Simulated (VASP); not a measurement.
# Si (Im-3m) in VASP: settings compared

Aim: see how the results for Si move with the level of theory and the settings. Levels: revPBE+D3(BJ), r2SCAN. Tasks: relaxation of cell and atoms.

Everything below comes from runs of VASP 6.6.1. Logs are shortened: lines on timing, memory, paths and dates and some standing lists are left out, and cuts for length are marked.

## (1) The cell of the first run

It takes space group Im-3m (No. 229, cubic). The conventional cell has a = 6.672 Å, b = 6.672 Å, c = 6.672 Å, α = 90.00°, β = 90.00°, γ = 90.00°. Si (site symmetry -4m2) has 4 Si at 2.36 Å within 3.1 Å.

## (2) Relaxation of cell and atoms, revPBE+D3(BJ)

The input, INCAR:

```
SYSTEM = Si
PREC = Accurate
ENCUT = 600
EDIFF = 1E-6
ISMEAR = 1
SIGMA = 0.05
LREAL = .FALSE.
LASPH = .TRUE.
NELM = 80
ALGO = Normal
ISIF = 3
LWAVE = .FALSE.
LCHARG = .FALSE.
GGA = RE
IVDW = 12
IBRION = 2
NSW = 80
EDIFFG = -0.01
```

The input, KPOINTS:

```
Automatic mesh
0
G
  5 5 5
  0 0 0
```

The input, POSCAR:

```
Si
1.0
    5.7782660000      0.0000000000      0.0000000000
   -1.9260886063      5.4478014508      0.0000000000
   -1.9260886063     -2.7239005974      4.7179345250
Si
6
Direct
    0.7500000000      0.2500000000      0.5000000000
    0.7500000000      0.5000000000      0.2500000000
    0.5000000000      0.2500000000      0.7500000000
    0.2500000000      0.5000000000      0.7500000000
    0.2500000000      0.7500000000      0.5000000000
    0.5000000000      0.7500000000      0.2500000000
```

Potentials or basis: VASP PAW PBE potentials, release 64 (Si).

Started as:

```console
$ cat potpaw_PBE.64/Si/POTCAR > POTCAR
$ mpirun -np 1 vasp_std > vasp.out
```

OUTCAR:

```text
SYSTEM = Si
   PREC = Accurate
   ENCUT = 600
   EDIFF = 1E-6
   ISMEAR = 1
   LREAL = .FALSE.
   LASPH = .TRUE.
   NELM = 80
   ISIF = 3
   GGA = RE
   IVDW = 12
   IBRION = 2
   NSW = 80
   EDIFFG = -0.01
 IVDW          = 12

 ion  position               nearest neighbor table
   1  0.750  0.250  0.500-   3 2.36   2 2.36   6 2.36   4 2.36
   2  0.750  0.500  0.250-   1 2.36   6 2.36   3 2.36   5 2.36
   3  0.500  0.250  0.750-   1 2.36   4 2.36   2 2.36   5 2.36
   4  0.250  0.500  0.750-   5 2.36   3 2.36   6 2.36   1 2.36
   5  0.250  0.750  0.500-   6 2.36   4 2.36   3 2.36   2 2.36
   6  0.500  0.750  0.250-   5 2.36   2 2.36   4 2.36   1 2.36

  LATTYP: Found a body centered cubic cell.
 ALAT       =     6.6721668610

  Lattice vectors:

 A1 = (   5.7782660000,   0.0000000000,   0.0000000000)
 A2 = (  -1.9260886063,   5.4478014508,   0.0000000000)
 A3 = (  -1.9260886063,  -2.7239005974,   4.7179345250)

Analysis of symmetry for initial positions (statically):
=====================================================================
 Subroutine PRICEL returns:
 Original cell was already a primitive cell.

 Routine SETGRP: Setting up the symmetry group for a
 body centered cubic supercell.

 Subroutine GETGRP returns: Found 48 space group operations
 (whereof 48 operations were pure point group operations)
 out of a pool of 48 trial point group operations.

The static configuration has the point symmetry O_h .

Analysis of symmetry for dynamics (positions and initial velocities):
=====================================================================
 Subroutine PRICEL returns:
 Original cell was already a primitive cell.

 Routine SETGRP: Setting up the symmetry group for a
 body centered cubic supercell.

 Subroutine GETGRP returns: Found 48 space group operations
 (whereof 48 operations were pure point group operations)
 out of a pool of 48 trial point group operations.

The dynamic configuration has the point symmetry O_h .

 Subroutine INISYM returns: Found 48 space group operations
 (whereof 48 operations are pure point group operations),
 and found     1 'primitive' translations

----------------------------------------------------------------------------------------

                                     Primitive cell

  volume of cell :     148.5151

  direct lattice vectors                    reciprocal lattice vectors
     5.778266000  0.000000000  0.000000000     0.173062299  0.061186761  0.105978575
    -1.926088606  5.447801451  0.000000000     0.000000000  0.183560287  0.105978575
    -1.926088606 -2.723900597  4.717934525     0.000000000  0.000000000  0.211957159

  length of vectors
     5.778266000  5.778266000  5.778266000     0.211957159  0.211957159  0.211957159

  position of ions in fractional coordinates (direct lattice)
     0.750000000  0.250000000  0.500000000
     0.750000000  0.500000000  0.250000000
     0.500000000  0.250000000  0.750000000
     0.250000000  0.500000000  0.750000000
     0.250000000  0.750000000  0.500000000
     0.500000000  0.750000000  0.250000000

  ion indices of the primitive-cell ions
   primitive index   ion index
                 1           1
                 2           2
                 3           3
                 4           4
                 5           5
                 6           6

----------------------------------------------------------------------------------------

 KPOINTS: Automatic mesh

Automatic generation of k-mesh.
 Grid dimensions read from file:
 generate k-points for:    5    5    5

 Generating k-lattice:

  Cartesian coordinates                     Fractional coordinates (reciprocal lattice)
     0.034612460  0.012237352  0.021195715     0.200000000  0.000000000  0.000000000
     0.000000000  0.036712057  0.021195715     0.000000000  0.200000000  0.000000000
     0.000000000  0.000000000  0.042391432     0.000000000  0.000000000  0.200000000

  Length of vectors
     0.042391432  0.042391432  0.042391432

  Shift w.r.t. Gamma in fractional coordinates (k-lattice)
     0.000000000  0.000000000  0.000000000

 Subroutine IBZKPT returns following result:
 ===========================================

 Found     10 irreducible k-points:

 Following reciprocal coordinates:
            Coordinates               Weight
  0.000000  0.000000  0.000000      1.000000
  0.200000  0.000000 -0.000000     12.000000
  0.400000  0.000000 -0.000000     12.000000
  0.200000  0.200000 -0.000000     24.000000
  0.400000  0.200000  0.000000     24.000000
  0.200000  0.200000  0.200000      8.000000
 -0.200000  0.200000  0.200000      6.000000
 -0.400000  0.400000  0.200000     24.000000
 -0.400000 -0.400000  0.200000      8.000000
 -0.400000  0.400000  0.400000      6.000000
   k-points           NKPTS =     10   k-points in BZ     NKDIM =     10   number of bands    NBANDS=     16
   number of dos      NEDOS =    301   number of ions     NIONS =      6
   total plane-waves  NPLWV = 110592
   dimension x,y,z NGX =    48 NGY =   48 NGZ =   48
   dimension x,y,z NGXF=    96 NGYF=   96 NGZF=   96
   ions per type =               6
   NGX,Y,Z   is equivalent  to a cutoff of  13.81, 13.81, 13.81 a.u.
   NGXF,Y,Z  is equivalent  to a cutoff of  27.62, 27.62, 27.62 a.u.
 SYSTEM =  Si
   PREC   = accura    normal or accurate (medium, high low for compatibility)
   ISTART =      0    job   : 0-new  1-cont  2-samecut
   ICHARG =      2    charge: 1-file 2-atom 10-const
   ISPIN  =      1    spin polarized calculation?
   LNONCOLLINEAR =      F non collinear calculations
   LSORBIT =      F    spin-orbit coupling
   LASPH  =      T    aspherical Exc in radial PAW
   ENCUT  =  600.0 eV  44.10 Ry    6.64 a.u.  11.54 11.54 11.54*2*pi/ulx,y,z
   NELM   =     80;   NELMIN=  2; NELMDL= -5     # of ELM steps
   EDIFF  = 0.1E-05   stopping-criterion for ELM
   LREAL  =      F    real-space projection
   EDIFFG = -.1E-01   stopping-criterion for IOM
   NSW    =     80    number of steps for IOM
   IBRION =      2    ionic relax: 0-MD 1-quasi-New 2-CG
   NFREE  =      1    steps in history (QN), initial steepest desc. (CG)
   ISIF   =      3    stress and relaxation
   ISYM   =      2    0-nonsym 1-usesym 2-fastsym
   POTIM  = 0.5000    time-step for ionic-motion
   TEBEG  =    0.0;   TEEND  =   0.0 temperature during run
   PSTRESS=    0.0 pullay stress
   NELECT =      24.0000    total number of electrons
   NUPDOWN=      -1.0000    fix difference up-down
   EMIN   =  10.00;   EMAX   =-10.00  energy-range for DOS
   EFERMI =   0.00;   METHOD = LEGACY
   ISMEAR =     1;   SIGMA  =   0.05  broadening in eV -4-tet -1-fermi 0-gaus
   EFERMI_NEDOS =   21; number of points for ismear=-14 and -15
   IALGO  =     38    algorithm
   IMIX   =      4    mixing-type and parameters
     AMIX     =   0.40;   BMIX     =  1.00
     AMIX_MAG =   1.60;   BMIX_MAG =  1.00
  volume/ion in A,a.u.               =      24.75       167.04
  Fermi-wavevector in a.u.,A,eV,Ry     =   0.891706  1.685080 10.818530  0.795140
  Thomas-Fermi vector in A             =   2.013561
   LORBIT       =      0    0 simple, 1 ext, 2 COOP (PROOUT), +10 PAW based schemes
   GGA     = RE    functional components
   LHFCALC =     F    Hartree Fock is set to
   AEXX    =    0.0000 exact exchange contribution
   IVDW    =    12    specifies the selected vdW correction
   LEPSILON=     F    determine dielectric tensor
   LRPA    =     F    only Hartree local field effects (RPA)
 conjugate gradient relaxation of ions
 non-spin polarized calculation
 Methfessel and Paxton  Order N= 1 SIGMA  =   0.05
  energy-cutoff  :      600.00
  volume of cell :      148.52
 maximum number of plane-waves:      4989
 NGX is ok and might be reduce to    48
   NGX = 23   NGY = 23   NGZ = 23

--------------------------------------- Ionic step        1  -------------------------------------------

 number of electron      23.9999999 magnetization

 Free energy of the ion-electron system (eV)
  ---------------------------------------------------
  ext. energy  EPLUGINS =         0.00000000
  ---------------------------------------------------
  free energy    TOTEN  =       -30.04398177 eV

  energy without entropy =      -30.04426007  energy(sigma->0) =      -30.04407453

------------------------ aborting loop because EDIFF is reached ----------------------------------------

 Edisp (eV)   -2.79485

 E8    (eV) :    -1.8955

  FORCE on cell =-STRESS in cart. coord.  units (eV):
  Direction    XX          YY          ZZ          XY          YZ          ZX
  --------------------------------------------------------------------------------------
  -------------------------------------------------------------------------------------
  Total      -0.23229    -0.23229    -0.23229    -0.00000    -0.00000    -0.00000
  in kB      -2.50590    -2.50590    -2.50590    -0.00000    -0.00000    -0.00000
  external pressure =       -2.51 kB  Pullay stress =        0.00 kB
[... 69 lines left out ...]
  energy  without entropy=      -32.8394618755  energy(sigma->0) =      -32.83927634

--------------------------------------- Ionic step        3  -------------------------------------------

 number of electron      23.9999998 magnetization

 Free energy of the ion-electron system (eV)
  ---------------------------------------------------
  ext. energy  EPLUGINS =         0.00000000
  ---------------------------------------------------
  free energy    TOTEN  =       -30.03373738 eV

  energy without entropy =      -30.03401568  energy(sigma->0) =      -30.03383014

 E-fermi :   4.0505     XC(G=0):  -8.0127

 val. band max:        4.0083780086   @ k =  -0.4000   0.4000   0.4000
 cond. band min:       4.3847773937   @ k =  -0.4000   0.4000   0.4000
 fundamental gap:      0.3763993851
 Fermi energy:         4.0504720260

 k-point     1 :       0.0000    0.0000    0.0000
  band No.  band energies     occupation
      1      -7.6862      2.00000
      2      -3.1411      2.00000
      3      -3.1411      2.00000
      4      -2.9945      2.00000
      5      -2.9945      2.00000
      6      -2.9945      2.00000
[... 8 lines left out ...]
     15       6.1836      0.00000
     16       6.7252      0.00000
[... 206 lines left out ...]
  FREE ENERGIE OF THE ION-ELECTRON SYSTEM (eV)
  ---------------------------------------------------
  free  energy   TOTEN  =       -32.8392877829 eV

  energy  without entropy=      -32.8395660823  energy(sigma->0) =      -32.83938055

 reached required accuracy - stopping structural energy minimisation
```

Wall time 26 s (1 thread of Intel Xeon 6975P-C (Granite Rapids), shared host); peak memory 0.32 GiB.

What came out:

```yaml
Free_energy: -32.8393 eV
Relaxed_volume: 24.66 Å³/atom
Relaxed_cell: a = 5.771 Å, b = 5.771 Å, c = 5.771 Å, α = 109.47°, β = 109.47°, γ = 109.47°
Space_group_after_relaxing_to_0.05_Å: Im-3m (No. 229)
Energy_gained_by_relaxing: 0.1 meV/atom
Ionic_steps: 3
Pressure_after_relaxing: 0.0 GPa
Band_gap_on_the_k_mesh: 0.38 eV, direct
Dispersion_energy_per_atom: -0.468 eV
```

The path:
| step | energy change (eV) | largest force (eV/Å) | pressure (GPa) | volume (Å³) |
| --- | --- | --- | --- | --- |
| 1 | 0.0000 | 0.0000 | -0.25 | 148.52 |
| 2 | -0.0003 | 0.0000 | 0.13 | 147.68 |
| 3 | -0.0005 | 0.0000 | 0.01 | 147.95 |

Final structure:
```
CELL_PARAMETERS angstrom
5.77090 0.00000 0.00000
-1.92363 5.44085 0.00000
-1.92363 -2.72043 4.71192
ATOMIC_POSITIONS crystal
Si 0.75000 0.25000 0.50000
Si 0.75000 0.50000 0.25000
Si 0.50000 0.25000 0.75000
Si 0.25000 0.50000 0.75000
Si 0.25000 0.75000 0.50000
Si 0.50000 0.75000 0.25000
```

Levels at points of the mesh, in eV from the valence-band top:
| k point | band 9 | band 10 | band 11 | band 12 | band 13 | band 14 | band 15 | band 16 |
| --- | --- | --- | --- | --- | --- | --- | --- | --- |
| (0.00, 0.00, 0.00) | -2.77 | -1.98 | -1.98 | -1.98 | 2.18 | 2.18 | 2.18 | 2.72 |

Caveat: the PAW data sets were made with another functional, which shifts forces and pressure a little.

## (3) Relaxation of cell and atoms, r2SCAN

POSCAR is that of step 2.

The input, INCAR.step1:

```
SYSTEM = Si
ALGO     = Normal         ! electronic algorithm
EDIFF    = 1E-4           ! SCF threshold, eV
ENCUT    = 600            ! plane-wave cutoff, eV
GGA      = PE             ! functional
ISMEAR   = 1              ! smearing method
LASPH    = .True.         ! aspherical terms in the spheres
LCHARG   = .False.        ! write CHGCAR
LREAL    = .False.        ! projectors in reciprocal space
LWAVE    = .True.         ! write WAVECAR
NELM     = 60             ! most SCF steps
PREC     = Accurate       ! precision mode
SIGMA    = 0.05           ! smearing width, eV
```

The input, INCAR.step2:

```
SYSTEM = Si
ALGO     = Normal         ! electronic algorithm
EDIFF    = 1E-6           ! SCF threshold, eV
EDIFFG   = -0.01          ! ionic threshold
ENCUT    = 600            ! plane-wave cutoff, eV
IBRION   = 2              ! ionic algorithm
ISIF     = 3              ! what is computed and relaxed
ISMEAR   = 1              ! smearing method
ISTART   = 1            
LASPH    = .True.         ! aspherical terms in the spheres
LCHARG   = .False.        ! write CHGCAR
LMIXTAU  = .True.       
LREAL    = .False.        ! projectors in reciprocal space
LWAVE    = .False.        ! write WAVECAR
METAGGA  = R2SCAN         ! meta-GGA
NELM     = 60             ! most SCF steps
NSW      = 80             ! ionic steps
PREC     = Accurate       ! precision mode
SIGMA    = 0.05           ! smearing width, eV
```

The input, KPOINTS:

```
k-points
0
Gamma
  5 5 5
  0 0 0
```

Potentials or basis: VASP PAW PBE potentials, release 64 (Si).

Started as:

```console
$ cat potpaw_PBE.64/Si/POTCAR > POTCAR
$ cp INCAR.step1 INCAR
$ mpirun -np 1 vasp_std > vasp.out
$ cp INCAR.step2 INCAR
$ mpirun -np 1 vasp_std > vasp.out
```

Wall time 2.2 min (1 thread of Intel Xeon 6975P-C (Granite Rapids), shared host); peak memory 0.34 GiB.

Results (log left out):

* Free energy: -51.0193 eV
* Relaxed volume: 24.99 Å³/atom
* Relaxed cell: a = 5.797 Å, b = 5.797 Å, c = 5.797 Å, α = 109.47°, β = 109.47°, γ = 109.47°
* Space group after relaxing (to 0.05 Å): Im-3m (No. 229)
* Energy gained by relaxing: 0.5 meV/atom
* Ionic steps: 3
* Pressure after relaxing: 0.0 GPa
* Band gap on the k mesh: 0.49 eV, direct

Step by step:
```csv
step,energy change (eV),largest force (eV/Å),pressure (GPa),volume (Å³)
1,0.0000,0.0000,0.73,148.52
2,-0.0017,0.0000,-0.48,150.96
3,-0.0033,0.0000,0.00,149.96
```

Final structure:
```yaml
crystal:
  lattice:
    - [5.79693, 0.00000, 0.00000]
    - [-1.93231, 5.46540, 0.00000]
    - [-1.93231, -2.73270, 4.73318]
  atoms:
    - { symbol: Si, position: [0.75000, 0.25000, 0.50000] }
    - { symbol: Si, position: [0.75000, 0.50000, 0.25000] }
    - { symbol: Si, position: [0.50000, 0.25000, 0.75000] }
    - { symbol: Si, position: [0.25000, 0.50000, 0.75000] }
    - { symbol: Si, position: [0.25000, 0.75000, 0.50000] }
    - { symbol: Si, position: [0.50000, 0.75000, 0.25000] }
```

Levels at points of the mesh, in eV from the valence-band top:
```tsv
k point	band 9	band 10	band 11	band 12	band 13	band 14	band 15	band 16
(0.00, 0.00, 0.00)	-2.88	-2.05	-2.05	-2.05	2.32	2.32	2.32	2.79
```

Caveat: the PAW data sets were made with another functional, which shifts forces and pressure a little. r2SCAN opens gaps a little over a GGA but as a rule still falls short of measured ones.
